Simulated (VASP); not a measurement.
# ZnS (I-4m2) in VASP: notebook, part 2 of 2

VASP 6.6.1. The steps go on from the part before.

## 3. Single point, PBEsol

This run uses another cell than the first one, of the same volume but with other edges.

Contents of INCAR:

```
PREC = Accurate ; ENCUT = 520
EDIFF = 1E-6 ; ISMEAR = 0
SIGMA = 0.05 ; LREAL = F
LASPH = T ; NELM = 80
ALGO = Normal ; ISIF = 2
LWAVE = F ; LCHARG = T
GGA = PS ; LELF = T
LVHAR = T ; NBANDS = 16
```

Contents of KPOINTS:

```
regular mesh
0
Gamma
  10 10 10
```

Contents of POSCAR:

```
ZnS
1.0
    0.0000000000      2.8552102708      2.4269287302
    2.8552102708      0.0000000000      2.4269287302
    2.8552102708      2.8552102708      0.0000000000
Zn S
1 1
Direct
    0.0000000000      0.0000000000      0.0000000000
    0.7500000000      0.7500000000      0.7500000000
```

Potentials or basis: VASP PAW PBE potentials, release 64 (Zn, S).

The run is started by

```bash
$ cat potpaw_PBE.64/Zn/POTCAR potpaw_PBE.64/S/POTCAR > POTCAR
$ mpirun -np 1 vasp_std > vasp.out
```

It took 84 s on 1 thread of Intel Xeon 8259CL, shared host; peak memory 0.2 GiB.

The run converged. Its results:

```
Free energy            : -7.5054 eV
Pressure               : -2.7 GPa
Band gap on the k mesh : 1.63 eV
```

Stress tensor (GPa, compression positive):
```
-4.40  0.00  0.00
 0.00 -4.40  0.00
 0.00  0.00  0.82
```

Levels at points of the mesh, in eV from the valence-band top:
| k point | band 5 | band 6 | band 7 | band 8 | band 9 | band 10 | band 11 | band 12 | band 13 | band 14 |
| --- | --- | --- | --- | --- | --- | --- | --- | --- | --- | --- |
| (0.00, 0.00, 0.00) | -6.13 | -6.09 | -0.42 | -0.42 | 0.00 | 1.63 | 6.25 | 6.25 | 6.26 | 10.20 |
| (0.50, 0.00, 0.00) | -6.05 | -5.93 | -5.46 | -1.49 | -0.74 | 2.65 | 5.96 | 7.67 | 8.61 | 11.37 |
| (0.50, 0.50, 0.00) | -6.01 | -5.73 | -4.14 | -2.98 | -2.98 | 2.63 | 2.68 | 11.38 | 11.38 | 11.61 |
| (0.50, 0.00, 0.50) | -6.08 | -5.98 | -5.07 | -2.25 | -1.94 | 3.32 | 4.35 | 9.78 | 10.50 | 11.29 |

Caveat: the PAW data sets were made with another functional, which shifts forces and pressure a little.

## 4. Single point, PBEsol

This run uses another cell than the first one, of the same volume but with other edges.

Contents of INCAR:

```
SYSTEM = ZnS
PREC = Accurate
ENCUT = 520
EDIFF = 1E-6
ISMEAR = 0
SIGMA = 0.05
LREAL = .False.
LASPH = .True.
NELM = 80
ALGO = Normal
ISIF = 2
LWAVE = .False.
LCHARG = .True.
GGA = PS
LELF = .True.
LVHAR = .True.
NBANDS = 16
```

Contents of KPOINTS:

```
Automatic mesh
0
Gamma
  10 10 10
  0 0 0
```

Contents of POSCAR:

```
ZnS
1.0
    0.0000000000      2.5451730955      3.0542077146
    2.5451730955      0.0000000000      3.0542077146
    2.5451730955      2.5451730955      0.0000000000
Zn S
1 1
Direct
    0.0000000000      0.0000000000      0.0000000000
    0.7500000000      0.7500000000      0.7500000000
```

The run is started by

```bash
$ cat potpaw_PBE.64/Zn/POTCAR potpaw_PBE.64/S/POTCAR > POTCAR
$ mpirun -np 1 vasp_std > vasp.out
```

It took 93 s on 1 thread of Intel Xeon 8259CL, shared host; peak memory 0.21 GiB.

Results (log left out):

* Free energy: -7.4375 eV
* Pressure: -2.7 GPa
* Band gap on the k mesh: 1.50 eV

Stress tensor (GPa, compression positive):
```
 0.85  0.00  0.00
 0.00  0.85  0.00
 0.00  0.00 -9.77
```

Levels at points of the mesh, in eV from the valence-band top:
```tsv
k point	band 5	band 6	band 7	band 8	band 9	band 10	band 11	band 12	band 13	band 14
(0.00, 0.00, 0.00)	-6.18	-6.12	-0.90	0.00	0.00	1.50	6.26	6.28	6.28	9.35
(0.50, 0.00, 0.00)	-6.15	-5.97	-5.44	-1.66	-0.54	2.43	6.47	7.49	8.47	11.41
(0.50, 0.50, 0.00)	-6.12	-6.09	-5.50	-1.75	-1.75	3.76	4.86	9.13	11.74	11.74
(0.50, 0.00, 0.50)	-6.10	-5.85	-4.40	-2.87	-2.51	2.74	3.22	9.93	10.74	10.78
```

Caveat: the PAW data sets were made with another functional, which shifts forces and pressure a little.

## 5. Single point, PBEsol

This run uses another cell than the first one, of the same volume but with other edges.

Contents of INCAR:

```
  ALGO = Normal
  EDIFF = 1E-6
  ENCUT = 520
  GGA = PS
  ISIF = 2
  ISMEAR = 0
  LASPH = T
  LCHARG = T
  LELF = T
  LREAL = F
  LVHAR = T
  LWAVE = F
  NBANDS = 16
  NELM = 80
  PREC = Accurate
  SIGMA = 0.05
```

Contents of KPOINTS:

```
k-points
0
Gamma
  10 10 10
```

Contents of POSCAR:

```
ZnS
1.0
    0.0000000000      2.4781634936      3.2216125417
    2.4781634936      0.0000000000      3.2216125417
    2.4781634936      2.4781634936      0.0000000000
Zn S
1 1
Direct
    0.0000000000      0.0000000000      0.0000000000
    0.7500000000      0.7500000000      0.7500000000
```

Potentials or basis: VASP PAW PBE potentials, release 64 (Zn, S).

The run is started by

```bash
$ cat potpaw_PBE.64/Zn/POTCAR potpaw_PBE.64/S/POTCAR > POTCAR
$ mpirun -np 1 vasp_std > vasp.out
```

OUTCAR:

```text
EDIFF = 1E-6
   ENCUT = 520
   GGA = PS
   ISIF = 2
   ISMEAR = 0
   LASPH = T
   LREAL = F
   NELM = 80
   PREC = Accurate

 ion  position               nearest neighbor table
   1  0.000  0.000  0.000-   2 2.38   2 2.38   2 2.38   2 2.38
   2  0.750  0.750  0.750-   1 2.38   1 2.38   1 2.38   1 2.38

  LATTYP: Found a body centered tetragonal cell.
 ALAT       =     3.5046524224
 C/A-ratio  =     1.8384776311

  Lattice vectors:

 A1 = (  -2.4781634936,   0.0000000000,   3.2216125417)
 A2 = (   2.4781634936,   0.0000000000,   3.2216125417)
 A3 = (   0.0000000000,   2.4781634936,  -3.2216125417)

Analysis of symmetry for initial positions (statically):
=====================================================================
 Subroutine PRICEL returns:
 Original cell was already a primitive cell.

 Routine SETGRP: Setting up the symmetry group for a
 body centered tetragonal supercell.

 Subroutine GETGRP returns: Found  8 space group operations
 (whereof  8 operations were pure point group operations)
 out of a pool of 16 trial point group operations.

[... 155 lines left out ...]
  ---------------------------------------------------
  ext. energy  EPLUGINS =         0.00000000
  ---------------------------------------------------
  free energy    TOTEN  =        -7.25577728 eV

  energy without entropy =       -7.25577728  energy(sigma->0) =       -7.25577728

 E-fermi :   2.6258     XC(G=0):  -9.8933

 val. band max:        2.4131647922   @ k =   0.0000   0.0000   0.0000
 cond. band min:       3.4763386996   @ k =   0.0000   0.0000   0.0000
 fundamental gap:      1.0631739074
 Fermi energy:         2.6257819798

 k-point     1 :       0.0000    0.0000    0.0000
  band No.  band energies     occupation
      1     -11.0136      2.00000
      2      -4.4576      2.00000
      3      -4.2565      2.00000
      4      -4.2565      2.00000
      5      -3.9754      2.00000
      6      -3.8971      2.00000
[... 433 lines left out ...]
      3      -4.0910      2.00000
      4      -4.0690      2.00000
      5      -3.9956      2.00000
      6      -3.8862      2.00000
[... 8 lines left out ...]
     15      16.3682      0.00000
     16      16.7712      0.00000

 [... further k-points ...]
[... 5 lines left out ...]
  --------------------------------------------------------------------------------------
  -------------------------------------------------------------------------------------
  Total        0.5991068      0.5991068     -3.6328405      0.0000000     -0.0000000      0.0000000
  in kB       24.2578123     24.2578123   -147.0935753      0.0000000     -0.0000000      0.0000000
  external PRESSURE =     -32.8593169 kB  Pullay stress =       0.0000000 kB

 VOLUME and BASIS-vectors are now :
 -----------------------------------------------------------------------------
  energy-cutoff  :      520.00
  volume of cell :       39.57
      direct lattice vectors                 reciprocal lattice vectors
     0.000000000  2.478163494  3.221612542    -0.201762314  0.201762314  0.155201780
     2.478163494  0.000000000  3.221612542     0.201762314 -0.201762314  0.155201780
     2.478163494  2.478163494  0.000000000     0.201762314  0.201762314 -0.155201780

 POSITION                                       TOTAL-FORCE (eV/Angst)
 -----------------------------------------------------------------------------------
      0.00000      0.00000      0.00000        -0.000000     -0.000000      0.000000
      3.71725      3.71725      4.83242         0.000000      0.000000     -0.000000
 -----------------------------------------------------------------------------------
    total drift:                               -0.000006     -0.000006      0.000002

  FREE ENERGIE OF THE ION-ELECTRON SYSTEM (eV)
  ---------------------------------------------------
  free  energy   TOTEN  =        -7.2557772759 eV

  energy  without entropy=       -7.2557772759  energy(sigma->0) =       -7.25577728
```

It took 80 s on 1 thread of Intel Xeon 8259CL, shared host; peak memory 0.21 GiB.

What came out:

| Quantity | Value |
| --- | --- |
| Free energy | -7.2558 eV |
| Pressure | -3.3 GPa |
| Band gap on the k mesh | 1.06 eV |

Stress tensor (GPa, compression positive):
```
  2.43   0.00   0.00
  0.00   2.43   0.00
  0.00   0.00 -14.71
```

Caveat: the cell stands under tension; the PAW data sets were made with another functional, which shifts forces and pressure a little.

## 6. Overview

| cell | gap on the mesh (eV) | pressure (GPa) |
| --- | --- | --- |
| a = 3.718, b = 3.718, c = 4.294 Å, angles 54.7, 54.7, 70.5°, 2 atoms | 1.22 | -4.9 |
| a = 3.747, b = 3.747, c = 4.038 Å, angles 57.4, 57.4, 65.2°, 2 atoms | 1.63 | -2.7 |
| a = 3.976, b = 3.976, c = 3.599 Å, angles 63.1, 63.1, 53.8°, 2 atoms | 1.50 | -2.7 |
| a = 4.064, b = 4.064, c = 3.505 Å, angles 64.5, 64.5, 51.1°, 2 atoms | 1.06 | -3.3 |

Alike in all rows: task single point; level PBEsol; potentials or basis VASP PAW PBE potentials, release 64 (Zn, S); no spin polarisation; k mesh 10 × 10 × 10; cutoff (eV) 520; smearing gaussian 0.05 eV.

Caveats: the PAW data sets were made with another functional, which shifts forces and pressure a little; the cell stands under tension (at least some runs).

Total energies depend on the potentials used, so only differences within one code and one set of settings carry meaning.
